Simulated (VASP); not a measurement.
# CaBi3 (Pm-3m) in VASP: single point with LDA

Aim: the single point of CaBi3 with LDA.

All numbers are computed with VASP 6.6.1; they aren't measurements. Logs are shortened: lines on timing, memory, paths and dates and some standing lists are left out, and cuts for length are marked.

### 1 The cell of the first run

It takes space group Pm-3m (No. 221, cubic). The conventional cell has a = 4.972 Å, b = 4.972 Å, c = 4.972 Å, α = 90.00°, β = 90.00°, γ = 90.00°. Within 4.6 Å of Ca (site symmetry m-3m) lie 12 Bi at 3.52 Å. Within 4.6 Å of Bi (site symmetry 4/mmm) lie 4 Ca at 3.52 Å and 8 Bi at 3.52 Å.

### 2 Single point, LDA

The input, INCAR:

```
ALGO = Normal
EDIFF = 1E-6
ENCUT = 500
GGA = CA
GGA_COMPAT = F
ISIF = 2
ISMEAR = -1
LASPH = T
LCHARG = F
LREAL = F
LWAVE = F
NBANDS = 36
NELM = 120
PREC = Accurate
SIGMA = 0.1
```

The input, KPOINTS:

```
k-points
0
Gamma
  5 5 5
```

The input, POSCAR:

```
CaBi3
1.0
    4.9720590000      0.0000000000      0.0000000000
    0.0000000000      4.9720590000      0.0000000000
    0.0000000000      0.0000000000      4.9720590000
Ca Bi
1 3
Direct
    0.5000000000      0.5000000000      0.5000000000
    0.5000000000      0.0000000000      0.0000000000
    0.0000000000      0.5000000000      0.0000000000
    0.0000000000      0.0000000000      0.5000000000
```

Potentials or basis: VASP PAW LDA potentials, release 64 (Ca_sv, Bi_d).

Started as:

```
cat potpaw_LDA.64/Ca_sv/POTCAR potpaw_LDA.64/Bi_d/POTCAR > POTCAR
mpirun -np 1 vasp_std > vasp.out
```

OUTCAR:

```text
EDIFF = 1E-6
   ENCUT = 500
   GGA = CA
   ISIF = 2
   ISMEAR = -1
   LASPH = T
   LREAL = F
   NELM = 120
   PREC = Accurate

 ion  position               nearest neighbor table
   1  0.500  0.500  0.500-   2 3.52   3 3.52   4 3.52   2 3.52   3 3.52   2 3.52   4 3.52   2 3.52
                             3 3.52   4 3.52   3 3.52   4 3.52
   2  0.500  0.000  0.000-   1 3.52   3 3.52   4 3.52   1 3.52   4 3.52   1 3.52   3 3.52   1 3.52
                             3 3.52   4 3.52   4 3.52   3 3.52
   3  0.000  0.500  0.000-   1 3.52   2 3.52   4 3.52   1 3.52   4 3.52   2 3.52   4 3.52   4 3.52
                             1 3.52   2 3.52   1 3.52   2 3.52
   4  0.000  0.000  0.500-   1 3.52   2 3.52   3 3.52   2 3.52   3 3.52   1 3.52   3 3.52   3 3.52
                             1 3.52   2 3.52   2 3.52   1 3.52

  LATTYP: Found a simple cubic cell.
 ALAT       =     4.9720590000

  Lattice vectors:

 A1 = (   4.9720590000,   0.0000000000,   0.0000000000)
 A2 = (   0.0000000000,   4.9720590000,   0.0000000000)
 A3 = (   0.0000000000,   0.0000000000,   4.9720590000)

Analysis of symmetry for initial positions (statically):
=====================================================================
 Subroutine PRICEL returns:
 Original cell was already a primitive cell.

 Routine SETGRP: Setting up the symmetry group for a
 simple cubic supercell.

 Subroutine GETGRP returns: Found 48 space group operations
 (whereof 48 operations were pure point group operations)
 out of a pool of 48 trial point group operations.

The static configuration has the point symmetry O_h .

Analysis of symmetry for dynamics (positions and initial velocities):
=====================================================================
 Subroutine PRICEL returns:
 Original cell was already a primitive cell.

 Routine SETGRP: Setting up the symmetry group for a
 simple cubic supercell.

 Subroutine GETGRP returns: Found 48 space group operations
 (whereof 48 operations were pure point group operations)
 out of a pool of 48 trial point group operations.

The dynamic configuration has the point symmetry O_h .

 Subroutine INISYM returns: Found 48 space group operations
 (whereof 48 operations are pure point group operations),
 and found     1 'primitive' translations

----------------------------------------------------------------------------------------

                                     Primitive cell

  volume of cell :     122.9161

  direct lattice vectors                    reciprocal lattice vectors
     4.972059000  0.000000000  0.000000000     0.201123921  0.000000000  0.000000000
     0.000000000  4.972059000  0.000000000     0.000000000  0.201123921  0.000000000
     0.000000000  0.000000000  4.972059000     0.000000000  0.000000000  0.201123921

  length of vectors
     4.972059000  4.972059000  4.972059000     0.201123921  0.201123921  0.201123921

  position of ions in fractional coordinates (direct lattice)
     0.500000000  0.500000000  0.500000000
     0.500000000  0.000000000  0.000000000
     0.000000000  0.500000000  0.000000000
     0.000000000  0.000000000  0.500000000

  ion indices of the primitive-cell ions
   primitive index   ion index
                 1           1
                 2           2
                 3           3
                 4           4

----------------------------------------------------------------------------------------

 KPOINTS: k-points

Automatic generation of k-mesh.
 Grid dimensions read from file:
 generate k-points for:    5    5    5

 Generating k-lattice:

  Cartesian coordinates                     Fractional coordinates (reciprocal lattice)
     0.040224784  0.000000000  0.000000000     0.200000000  0.000000000  0.000000000
     0.000000000  0.040224784  0.000000000     0.000000000  0.200000000  0.000000000
     0.000000000  0.000000000  0.040224784     0.000000000  0.000000000  0.200000000

  Length of vectors
     0.040224784  0.040224784  0.040224784

  Shift w.r.t. Gamma in fractional coordinates (k-lattice)
     0.000000000  0.000000000  0.000000000

 Subroutine IBZKPT returns following result:
 ===========================================

 Found     10 irreducible k-points:

 Following reciprocal coordinates:
            Coordinates               Weight
  0.000000  0.000000  0.000000      1.000000
  0.200000  0.000000  0.000000      6.000000
  0.400000  0.000000  0.000000      6.000000
  0.200000  0.200000  0.000000     12.000000
  0.400000  0.200000  0.000000     24.000000
  0.400000  0.400000  0.000000     12.000000
  0.200000  0.200000  0.200000      8.000000
  0.400000  0.200000  0.200000     24.000000
  0.400000  0.400000  0.200000     24.000000
  0.400000  0.400000  0.400000      8.000000
   k-points           NKPTS =     10   k-points in BZ     NKDIM =     10   number of bands    NBANDS=     36
   number of dos      NEDOS =    301   number of ions     NIONS =      4
   total plane-waves  NPLWV =  46656
   dimension x,y,z NGX =    36 NGY =   36 NGZ =   36
   dimension x,y,z NGXF=    72 NGYF=   72 NGZF=   72
   ions per type =               1   3
   NGX,Y,Z   is equivalent  to a cutoff of  12.04, 12.04, 12.04 a.u.
   NGXF,Y,Z  is equivalent  to a cutoff of  24.07, 24.07, 24.07 a.u.
 SYSTEM =  unknown system
   PREC   = accura    normal or accurate (medium, high low for compatibility)
   ISTART =      0    job   : 0-new  1-cont  2-samecut
   ICHARG =      2    charge: 1-file 2-atom 10-const
   ISPIN  =      1    spin polarized calculation?
   LNONCOLLINEAR =      F non collinear calculations
   LSORBIT =      F    spin-orbit coupling
   LASPH  =      T    aspherical Exc in radial PAW
   ENCUT  =  500.0 eV  36.75 Ry    6.06 a.u.   9.07  9.07  9.07*2*pi/ulx,y,z
   NELM   =    120;   NELMIN=  2; NELMDL= -5     # of ELM steps
   EDIFF  = 0.1E-05   stopping-criterion for ELM
   LREAL  =      F    real-space projection
   EDIFFG = 0.1E-04   stopping-criterion for IOM
   NSW    =      0    number of steps for IOM
   IBRION =     -1    ionic relax: 0-MD 1-quasi-New 2-CG
   NFREE  =      0    steps in history (QN), initial steepest desc. (CG)
   ISIF   =      2    stress and relaxation
   ISYM   =      2    0-nonsym 1-usesym 2-fastsym
   POTIM  = 0.5000    time-step for ionic-motion
   TEBEG  =    0.0;   TEEND  =   0.0 temperature during run
   PSTRESS=    0.0 pullay stress
   NELECT =      55.0000    total number of electrons
   NUPDOWN=      -1.0000    fix difference up-down
   EMIN   =  10.00;   EMAX   =-10.00  energy-range for DOS
   EFERMI =   0.00;   METHOD = LEGACY
   ISMEAR =    -1;   SIGMA  =   0.10  broadening in eV -4-tet -1-fermi 0-gaus
   EFERMI_NEDOS =   21; number of points for ismear=-14 and -15
   IALGO  =     38    algorithm
   IMIX   =      4    mixing-type and parameters
     AMIX     =   0.40;   BMIX     =  1.00
     AMIX_MAG =   1.60;   BMIX_MAG =  1.00
  volume/ion in A,a.u.               =      30.73       207.37
  Fermi-wavevector in a.u.,A,eV,Ry     =   1.252159  2.366237 21.332601  1.567902
  Thomas-Fermi vector in A             =   2.386072
   LORBIT       =      0    0 simple, 1 ext, 2 COOP (PROOUT), +10 PAW based schemes
   GGA     = CA    functional components
   LHFCALC =     F    Hartree Fock is set to
   AEXX    =    0.0000 exact exchange contribution
   IVDW    =     0    specifies the selected vdW correction
   LEPSILON=     F    determine dielectric tensor
   LRPA    =     F    only Hartree local field effects (RPA)
 non-spin polarized calculation
  energy-cutoff  :      500.00
  volume of cell :      122.92
 maximum number of plane-waves:      3143
   NGX = 19   NGY = 19   NGZ = 19

 number of electron      54.9999982 magnetization

 Free energy of the ion-electron system (eV)
  ---------------------------------------------------
  ext. energy  EPLUGINS =         0.00000000
  ---------------------------------------------------
  free energy    TOTEN  =       -17.68124090 eV

  energy without entropy =      -17.59778816  energy(sigma->0) =      -17.63951453

 E-fermi :   6.6063     XC(G=0): -10.1822

 val. band max:        6.5079807352   @ k =   0.4000   0.4000   0.2000
 cond. band min:       6.6343631816   @ k =   0.4000   0.2000   0.2000
 fundamental gap:      0.1263824464
 Fermi energy:         6.6063079224

 k-point     1 :       0.0000    0.0000    0.0000
  band No.  band energies     occupation
      1     -34.5490      2.00000
      2     -16.1718      2.00000
      3     -16.1718      2.00000
      4     -16.1718      2.00000
      5     -16.1622      2.00000
      6     -16.0658      2.00000
[... 28 lines left out ...]
     35       9.3294      0.00000
     36       9.3294      0.00000

 k-point     2 :       0.2000    0.0000    0.0000
  band No.  band energies     occupation
      1     -34.5489      2.00000
      2     -16.1697      2.00000
      3     -16.1568      2.00000
      4     -16.1540      2.00000
      5     -16.1540      2.00000
      6     -16.0680      2.00000
[... 28 lines left out ...]
     35       9.7373      0.00000
     36       9.7386      0.00000

 k-point     3 :       0.4000    0.0000    0.0000
  band No.  band energies     occupation
      1     -34.5488      2.00000
      2     -16.1661      2.00000
      3     -16.1478      2.00000
      4     -16.1142      2.00000
      5     -16.1142      2.00000
      6     -16.0725      2.00000
[... 28 lines left out ...]
     35      11.0002      0.00000
     36      11.0257      0.00000

 k-point     4 :       0.2000    0.2000    0.0000
  band No.  band energies     occupation
      1     -34.5488      2.00000
      2     -16.1576      2.00000
      3     -16.1519      2.00000
      4     -16.1455      2.00000
      5     -16.1422      2.00000
      6     -16.0741      2.00000
[... 28 lines left out ...]
     35       9.7992      0.00000
     36      10.0698      0.00000

 k-point     5 :       0.4000    0.2000    0.0000
  band No.  band energies     occupation
      1     -34.5487      2.00000
      2     -16.1487      2.00000
      3     -16.1388      2.00000
      4     -16.1177      2.00000
      5     -16.1108      2.00000
      6     -16.0841      2.00000
[... 28 lines left out ...]
     35      10.7912      0.00000
     36      10.9457      0.00000

 k-point     6 :       0.4000    0.4000    0.0000
  band No.  band energies     occupation
      1     -34.5486      2.00000
      2     -16.1350      2.00000
      3     -16.1227      2.00000
      4     -16.1052      2.00000
      5     -16.1052      2.00000
      6     -16.0959      2.00000
[... 28 lines left out ...]
     35      11.0234      0.00000
     36      11.2127      0.00000

 k-point     7 :       0.2000    0.2000    0.2000
  band No.  band energies     occupation
      1     -34.5488      2.00000
      2     -16.1524      2.00000
      3     -16.1469      2.00000
      4     -16.1358      2.00000
      5     -16.1358      2.00000
      6     -16.0768      2.00000
[... 28 lines left out ...]
     35      10.1558      0.00000
     36      10.9935      0.00000

 k-point     8 :       0.4000    0.2000    0.2000
  band No.  band energies     occupation
      1     -34.5487      2.00000
      2     -16.1429      2.00000
      3     -16.1321      2.00000
      4     -16.1172      2.00000
      5     -16.1066      2.00000
      6     -16.0935      2.00000
[... 28 lines left out ...]
     35      10.2540      0.00000
     36      11.3703      0.00000

 k-point     9 :       0.4000    0.4000    0.2000
  band No.  band energies     occupation
      1     -34.5486      2.00000
      2     -16.1276      2.00000
      3     -16.1237      2.00000
      4     -16.1087      2.00000
      5     -16.1075      2.00000
      6     -16.0962      2.00000
[... 28 lines left out ...]
     35      10.4489      0.00000
     36      11.1948      0.00000

 k-point    10 :       0.4000    0.4000    0.4000
  band No.  band energies     occupation
      1     -34.5485      2.00000
      2     -16.1280      2.00000
      3     -16.1152      2.00000
      4     -16.1152      2.00000
      5     -16.1021      2.00000
      6     -16.0975      2.00000
[... 28 lines left out ...]
     35       9.8065      0.00000
     36      10.9647      0.00000

------------------------ aborting loop because EDIFF is reached ----------------------------------------

  FORCE on cell =-STRESS in cart. coord.  units (eV):
  Direction    XX          YY          ZZ          XY          YZ          ZX
  --------------------------------------------------------------------------------------
  -------------------------------------------------------------------------------------
  Total       -2.4052592     -2.4052592     -2.4052592      0.0000000      0.0000000     -0.0000000
  in kB      -31.3518839    -31.3518839    -31.3518839      0.0000000      0.0000000     -0.0000000
  external PRESSURE =     -31.3518839 kB  Pullay stress =       0.0000000 kB

 VOLUME and BASIS-vectors are now :
 -----------------------------------------------------------------------------
  energy-cutoff  :      500.00
  volume of cell :      122.92
      direct lattice vectors                 reciprocal lattice vectors
     4.972059000  0.000000000  0.000000000     0.201123921  0.000000000  0.000000000
     0.000000000  4.972059000  0.000000000     0.000000000  0.201123921  0.000000000
     0.000000000  0.000000000  4.972059000     0.000000000  0.000000000  0.201123921

 POSITION                                       TOTAL-FORCE (eV/Angst)
 -----------------------------------------------------------------------------------
      2.48603      2.48603      2.48603         0.000000      0.000000      0.000000
      2.48603      0.00000      0.00000         0.000000      0.000000      0.000000
      0.00000      2.48603      0.00000         0.000000      0.000000      0.000000
      0.00000      0.00000      2.48603         0.000000      0.000000      0.000000
 -----------------------------------------------------------------------------------
    total drift:                                0.000000      0.000000     -0.000000

  FREE ENERGIE OF THE ION-ELECTRON SYSTEM (eV)
  ---------------------------------------------------
  free  energy   TOTEN  =       -17.6812409029 eV

  energy  without entropy=      -17.5977881610  energy(sigma->0) =      -17.63951453
```

It took 25 s on 1 thread of AMD EPYC 7R13 (Zen 3), shared host; peak memory 0.16 GiB.

Results:

```
Free energy            : -17.6812 eV
Pressure               : -3.1 GPa
Band gap on the k mesh : zero (an odd number of electrons rules out a gap without spin polarisation)
```

Levels at points of the mesh, in eV from the Fermi level:
| k point | band 24 | band 25 | band 26 | band 27 | band 28 | band 29 | band 30 | band 31 |
| --- | --- | --- | --- | --- | --- | --- | --- | --- |
| (0.00, 0.00, 0.00) | -3.59 | -3.59 | 0.56 | 0.56 | 0.56 | 1.03 | 1.91 | 1.91 |

Caveat: the cell stands under tension; spin-orbit coupling is left out, which moves the levels of the heavy elements.

The gap in the log of VASP goes by the Fermi energy; the results here count the filled bands.